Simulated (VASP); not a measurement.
# CdGeAs2 (I-42d) in VASP: single point with PBE

Aim: the single point of CdGeAs2 with PBE.

All numbers are computed with VASP 6.6.1; they aren't measurements. Logs are shortened: lines on timing, memory, paths and dates and some standing lists are left out, and cuts for length are marked.

## Step 1: The cell of the first run

Symmetry: I-42d, No. 122, tetragonal system. The conventional cell has a = 5.978 Å, b = 5.978 Å, c = 11.329 Å, α = 90.00°, β = 90.00°, γ = 90.00°. Within 3.5 Å of Cd (site symmetry -4) lie 4 As at 2.65 Å. Within 3.2 Å of Ge (site symmetry -4) lie 4 As at 2.45 Å. As (site symmetry 2) has 2 Ge at 2.45 Å and 2 Cd at 2.65 Å within 3.2 Å.

## Step 2: Single point, PBE

Contents of INCAR:

```
SYSTEM = CdGeAs2
PREC = Accurate
ENCUT = 520
EDIFF = 1E-7
ISMEAR = 0
SIGMA = 0.1
LREAL = .False.
LASPH = .True.
NELM = 80
ALGO = Normal
ISIF = 2
LWAVE = .False.
LCHARG = .False.
GGA = PE
NBANDS = 46
```

Contents of KPOINTS:

```
regular mesh
0
Gamma
  4 4 4
  0 0 0
```

Contents of POSCAR:

```
CdGeAs2
1.0
   -2.9888745628      2.9888745628      5.6642966801
    2.9888745628     -2.9888745628      5.6642966801
    2.9888745628      2.9888745628     -5.6642966801
Cd Ge As
2 2 4
Direct
    0.2500000000      0.7500000000      0.5000000000
    0.5000000000      0.5000000000      0.0000000000
    0.0000000000      0.0000000000      0.0000000000
    0.7500000000      0.2500000000      0.5000000000
    0.8750000000      0.3462175700      0.9712175700
    0.6537824300      0.6250000000      0.5287824300
    0.3750000000      0.9037824300      0.0287824300
    0.0962175700      0.1250000000      0.4712175700
```

Potentials or basis: VASP PAW PBE potentials, release 64 (Cd, Ge_d, As).

Started as:

```
$ cat potpaw_PBE.64/Cd/POTCAR potpaw_PBE.64/Ge_d/POTCAR potpaw_PBE.64/As/POTCAR > POTCAR
$ mpirun -np 1 vasp_std > vasp.out
```

OUTCAR:

```text
SYSTEM = CdGeAs2
   PREC = Accurate
   ENCUT = 520
   EDIFF = 1E-7
   ISMEAR = 0
   LREAL = .False.
   LASPH = .True.
   NELM = 80
   ISIF = 2
   GGA = PE

 ion  position               nearest neighbor table
   1  0.250  0.750  0.500-   7 2.65   6 2.65   8 2.65   5 2.65
   2  0.500  0.500  0.000-   6 2.65   5 2.65   7 2.65   8 2.65
   3  0.000  0.000  0.000-   6 2.45   5 2.45   7 2.45   8 2.45
   4  0.750  0.250  0.500-   7 2.45   6 2.45   5 2.45   8 2.45
   5  0.875  0.346  0.971-   3 2.45   4 2.45   1 2.65   2 2.65
   6  0.654  0.625  0.529-   3 2.45   4 2.45   1 2.65   2 2.65
   7  0.375  0.904  0.029-   4 2.45   3 2.45   2 2.65   1 2.65
   8  0.096  0.125  0.471-   3 2.45   4 2.45   2 2.65   1 2.65

  LATTYP: Found a body centered tetragonal cell.
 ALAT       =     5.9777491256
 C/A-ratio  =     1.8951269319

  Lattice vectors:

 A1 = (  -2.9888745628,   2.9888745628,   5.6642966801)
 A2 = (   2.9888745628,  -2.9888745628,   5.6642966801)
 A3 = (   2.9888745628,   2.9888745628,  -5.6642966801)

Analysis of symmetry for initial positions (statically):
=====================================================================
 Subroutine PRICEL returns:
 Original cell was already a primitive cell.

 Routine SETGRP: Setting up the symmetry group for a
 body centered tetragonal supercell.

 Subroutine GETGRP returns: Found  8 space group operations
 (whereof  4 operations were pure point group operations)
 out of a pool of 16 trial point group operations.

The static configuration has the point symmetry S_4 .
 The point group associated with its full space group is D_2d.

Analysis of symmetry for dynamics (positions and initial velocities):
=====================================================================
 Subroutine PRICEL returns:
 Original cell was already a primitive cell.

 Routine SETGRP: Setting up the symmetry group for a
 body centered tetragonal supercell.

 Subroutine GETGRP returns: Found  8 space group operations
 (whereof  4 operations were pure point group operations)
 out of a pool of 16 trial point group operations.

The dynamic configuration has the point symmetry S_4 .
 The point group associated with its full space group is D_2d.

 Subroutine INISYM returns: Found  8 space group operations
 (whereof  4 operations are pure point group operations),
 and found     1 'primitive' translations

----------------------------------------------------------------------------------------

                                     Primitive cell

  volume of cell :     202.4051

  direct lattice vectors                    reciprocal lattice vectors
    -2.988874563  2.988874563  5.664296680     0.000000000  0.167287047  0.088272212
     2.988874563 -2.988874563  5.664296680     0.167287047  0.000000000  0.088272212
     2.988874563  2.988874563 -5.664296680     0.167287047  0.167287047  0.000000000

  length of vectors
     7.067602082  7.067602082  7.067602082     0.189147931  0.189147931  0.236579611

  position of ions in fractional coordinates (direct lattice)
     0.250000000  0.750000000  0.500000000
     0.500000000  0.500000000  0.000000000
     0.000000000  0.000000000  0.000000000
     0.750000000  0.250000000  0.500000000
     0.875000000  0.346217570  0.971217570
     0.653782430  0.625000000  0.528782430
     0.375000000  0.903782430  0.028782430
     0.096217570  0.125000000  0.471217570

  ion indices of the primitive-cell ions
   primitive index   ion index
                 1           1
                 2           2
                 3           3
                 4           4
                 5           5
                 6           6
                 7           7
                 8           8

----------------------------------------------------------------------------------------

 KPOINTS: regular mesh

Automatic generation of k-mesh.
 Grid dimensions read from file:
 generate k-points for:    4    4    4

 Generating k-lattice:

  Cartesian coordinates                     Fractional coordinates (reciprocal lattice)
     0.000000000  0.041821762  0.022068053     0.250000000 -0.000000000  0.000000000
     0.041821762  0.000000000  0.022068053    -0.000000000  0.250000000  0.000000000
     0.041821762  0.041821762  0.000000000     0.000000000  0.000000000  0.250000000

  Length of vectors
     0.047286983  0.047286983  0.059144903

  Shift w.r.t. Gamma in fractional coordinates (k-lattice)
     0.000000000  0.000000000  0.000000000

 Subroutine IBZKPT returns following result:
 ===========================================

 Found     13 irreducible k-points:

 Following reciprocal coordinates:
            Coordinates               Weight
  0.000000  0.000000  0.000000      1.000000
  0.250000 -0.000000  0.000000      8.000000
  0.500000 -0.000000  0.000000      4.000000
  0.250000  0.250000  0.000000      8.000000
  0.500000  0.250000  0.000000     16.000000
 -0.250000  0.250000  0.000000      4.000000
  0.500000  0.500000  0.000000      2.000000
  0.250000  0.250000  0.250000      2.000000
 -0.250000  0.250000  0.250000      4.000000
  0.500000  0.500000  0.250000      4.000000
 -0.250000  0.500000  0.250000      8.000000
 -0.250000 -0.250000  0.250000      2.000000
  0.500000  0.500000  0.500000      1.000000
   k-points           NKPTS =     13   k-points in BZ     NKDIM =     13   number of bands    NBANDS=     46
   number of dos      NEDOS =    301   number of ions     NIONS =      8
   total plane-waves  NPLWV = 157464
   dimension x,y,z NGX =    54 NGY =   54 NGZ =   54
   dimension x,y,z NGXF=   108 NGYF=  108 NGZF=  108
   ions per type =               2   2   4
   NGX,Y,Z   is equivalent  to a cutoff of  12.70, 12.70, 12.70 a.u.
   NGXF,Y,Z  is equivalent  to a cutoff of  25.40, 25.40, 25.40 a.u.
 SYSTEM =  CdGeAs2
   PREC   = accura    normal or accurate (medium, high low for compatibility)
   ISTART =      0    job   : 0-new  1-cont  2-samecut
   ICHARG =      2    charge: 1-file 2-atom 10-const
   ISPIN  =      1    spin polarized calculation?
   LNONCOLLINEAR =      F non collinear calculations
   LSORBIT =      F    spin-orbit coupling
   LASPH  =      T    aspherical Exc in radial PAW
   ENCUT  =  520.0 eV  38.22 Ry    6.18 a.u.  13.14 13.14 13.14*2*pi/ulx,y,z
   NELM   =     80;   NELMIN=  2; NELMDL= -5     # of ELM steps
   EDIFF  = 0.1E-06   stopping-criterion for ELM
   LREAL  =      F    real-space projection
   EDIFFG = 0.1E-05   stopping-criterion for IOM
   NSW    =      0    number of steps for IOM
   IBRION =     -1    ionic relax: 0-MD 1-quasi-New 2-CG
   NFREE  =      0    steps in history (QN), initial steepest desc. (CG)
   ISIF   =      2    stress and relaxation
   ISYM   =      2    0-nonsym 1-usesym 2-fastsym
   POTIM  = 0.5000    time-step for ionic-motion
   TEBEG  =    0.0;   TEEND  =   0.0 temperature during run
   PSTRESS=    0.0 pullay stress
   NELECT =      72.0000    total number of electrons
   NUPDOWN=      -1.0000    fix difference up-down
   EMIN   =  10.00;   EMAX   =-10.00  energy-range for DOS
   EFERMI =   0.00;   METHOD = LEGACY
   ISMEAR =     0;   SIGMA  =   0.10  broadening in eV -4-tet -1-fermi 0-gaus
   EFERMI_NEDOS =   21; number of points for ismear=-14 and -15
   IALGO  =     38    algorithm
   IMIX   =      4    mixing-type and parameters
     AMIX     =   0.40;   BMIX     =  1.00
     AMIX_MAG =   1.60;   BMIX_MAG =  1.00
  volume/ion in A,a.u.               =      25.30       170.74
  Fermi-wavevector in a.u.,A,eV,Ry     =   1.159966  2.192018 18.306922  1.345521
  Thomas-Fermi vector in A             =   2.296553
   LORBIT       =      0    0 simple, 1 ext, 2 COOP (PROOUT), +10 PAW based schemes
   GGA     = PE    functional components
   LHFCALC =     F    Hartree Fock is set to
   AEXX    =    0.0000 exact exchange contribution
   IVDW    =     0    specifies the selected vdW correction
   LEPSILON=     F    determine dielectric tensor
   LRPA    =     F    only Hartree local field effects (RPA)
 non-spin polarized calculation
 Gauss-broadening in eV      SIGMA  =   0.10
  energy-cutoff  :      520.00
  volume of cell :      202.41
 maximum number of plane-waves:      5492
 NGX is ok and might be reduce to    54
   NGX = 27   NGY = 27   NGZ = 27

 number of electron      72.0000010 magnetization

 Free energy of the ion-electron system (eV)
  ---------------------------------------------------
  ext. energy  EPLUGINS =         0.00000000
  ---------------------------------------------------
  free energy    TOTEN  =       -29.88829889 eV

  energy without entropy =      -29.88746110  energy(sigma->0) =      -29.88788000

 E-fermi :   2.9432     XC(G=0):  -9.3131

 val. band max:        2.8239577119   @ k =   0.0000   0.0000   0.0000
 cond. band min:       3.0353014382   @ k =   0.0000   0.0000   0.0000
 fundamental gap:      0.2113437264
 Fermi energy:         2.9432169002

 k-point     1 :       0.0000    0.0000    0.0000
  band No.  band energies     occupation
      1     -21.9200      2.00000
      2     -21.9198      2.00000
      3     -21.9198      2.00000
      4     -21.9160      2.00000
      5     -21.9130      2.00000
      6     -21.9130      2.00000
[... 38 lines left out ...]
     45       7.8324      0.00000
     46       7.8324      0.00000

 k-point     2 :       0.2500   -0.0000    0.0000
  band No.  band energies     occupation
      1     -21.9202      2.00000
      2     -21.9197      2.00000
      3     -21.9192      2.00000
      4     -21.9160      2.00000
      5     -21.9138      2.00000
      6     -21.9128      2.00000
[... 38 lines left out ...]
     45       7.6396      0.00000
     46       8.2664      0.00000

 k-point     3 :       0.5000   -0.0000    0.0000
  band No.  band energies     occupation
      1     -21.9202      2.00000
      2     -21.9198      2.00000
      3     -21.9185      2.00000
      4     -21.9154      2.00000
      5     -21.9153      2.00000
      6     -21.9126      2.00000
[... 479 lines left out ...]
     45       7.4430      0.00000
     46       7.4430      0.00000

 k-point    13 :       0.5000    0.5000    0.5000
  band No.  band energies     occupation
      1     -21.9205      2.00000
      2     -21.9205      2.00000
      3     -21.9180      2.00000
      4     -21.9180      2.00000
      5     -21.9123      2.00000
      6     -21.9123      2.00000
[... 38 lines left out ...]
     45       8.8361      0.00000
     46       8.8364      0.00000

------------------------ aborting loop because EDIFF is reached ----------------------------------------

  FORCE on cell =-STRESS in cart. coord.  units (eV):
  Direction    XX          YY          ZZ          XY          YZ          ZX
  --------------------------------------------------------------------------------------
  -------------------------------------------------------------------------------------
  Total        3.1615266      3.1615266      2.9447200      0.0000000      0.0000000      0.0000000
  in kB       25.0256901     25.0256901     23.3095143      0.0000000      0.0000000      0.0000000
  external PRESSURE =      24.4536315 kB  Pullay stress =       0.0000000 kB

 VOLUME and BASIS-vectors are now :
 -----------------------------------------------------------------------------
  energy-cutoff  :      520.00
  volume of cell :      202.41
      direct lattice vectors                 reciprocal lattice vectors
    -2.988874563  2.988874563  5.664296680     0.000000000  0.167287047  0.088272212
     2.988874563 -2.988874563  5.664296680     0.167287047  0.000000000  0.088272212
     2.988874563  2.988874563 -5.664296680     0.167287047  0.167287047  0.000000000

 POSITION                                       TOTAL-FORCE (eV/Angst)
 -----------------------------------------------------------------------------------
      2.98887     -0.00000      2.83215         0.000000     -0.000000     -0.000000
      0.00000      0.00000      5.66430         0.000000     -0.000000     -0.000000
      0.00000      0.00000      0.00000         0.000000     -0.000000     -0.000000
     -0.00000      2.98887      2.83215         0.000000     -0.000000      0.000000
      1.32238      4.48331      1.41607         0.131716     -0.000000      0.000000
      1.49444      1.66649      4.24822        -0.000000     -0.131716     -0.000000
      1.66649     -1.49444      7.08037        -0.131716     -0.000000     -0.000000
      1.49444      1.32238     -1.41607         0.000000      0.131716      0.000000
 -----------------------------------------------------------------------------------
    total drift:                               -0.000002     -0.000002     -0.000000

  FREE ENERGIE OF THE ION-ELECTRON SYSTEM (eV)
  ---------------------------------------------------
  free  energy   TOTEN  =       -29.8882988891 eV

  energy  without entropy=      -29.8874611034  energy(sigma->0) =      -29.88788000
```

Run time: 3.4 min. Hardware: 1 thread of Intel Xeon Platinum 8259CL at 2.50GHz (Skylake/Cascade Lake), shared host; peak memory 0.45 GiB.

What came out:

```
Free energy            : -29.8883 eV
Pressure               : 2.4 GPa
Largest force          : 0.132 eV/Å
Band gap on the k mesh : 0.21 eV
```

Forces on the atoms (eV/Å):
```
Cd   0.000  0.000  0.000
Cd   0.000  0.000  0.000
Ge   0.000  0.000  0.000
Ge   0.000  0.000  0.000
As   0.132  0.000  0.000
As   0.000 -0.132  0.000
As  -0.132  0.000  0.000
As   0.000  0.132  0.000
```

Levels at points of the mesh, in eV from the valence-band top:
```tsv
k point	band 34	band 35	band 36	band 37	band 38	band 39
(0.00, 0.00, 0.00)	-0.08	0.00	0.00	0.21	1.48	1.88
(0.50, 0.00, 0.00)	-1.39	-1.10	-0.52	1.91	2.16	2.80
(0.50, 0.50, 0.00)	-0.94	-0.44	-0.44	0.82	0.82	2.59
(0.50, 0.50, 0.50)	-1.71	-0.84	-0.84	1.55	1.55	1.79
```
